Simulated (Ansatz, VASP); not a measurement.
## Two plane-wave programs on Co

```
Co
1.0
     3.41344    0.00000    0.00000
     0.00000    3.41344    0.00000
     0.00000    0.00000    3.41344
Co
3
Direct
  0.50000 0.00000 0.00000
  0.00000 0.50000 0.00000
  0.00000 0.00000 0.50000
```

Alike in both runs: functional PBE; k mesh 4 × 4 × 4; occupations gaussian, width 0.1 eV; collinear spin.

Ansatz relaxed the structure, and its values are those at the end. VASP's run is a single point on that final structure, the one shown.

```csv
,VASP,Ansatz
version,VASP 6.6.1,Ansatz 0.2.0
potentials or method,"VASP PAW PBE potentials, release 64 (Co), cutoff 520 eV","scalar-relativistic, plane waves, PAW"
valence electrons in the cell,27,51
```

VASP gave:

| Property | Result |
| --- | --- |
| gap on the k mesh at the Fermi level (eV) | none |
| pressure (GPa) | -0.5 |
| net moment per atom (μB) | 1.95 |
| size of the moment on the site where the two differ most (μB) | 1.96 |

Question: What did Ansatz give for the same quantities?

Answer: gap on the k mesh at the Fermi level (eV): none; pressure (GPa): 0.0; net moment per atom (μB): 1.95; size of the moment on the site where the two differ most (μB): 1.98.

Site moments also hang on the region over which each program counts them. A gap of «none» marks a metal or a gap that the smearing closes. The functional is the same, so the differences come from potentials, cutoffs and numerics. VASP's potentials hold 27 valence electrons a cell and Ansatz's 51, so a difference there can come from the potentials and not from the codes.

The k mesh is coarse, so the values compare programs but aren't converged.
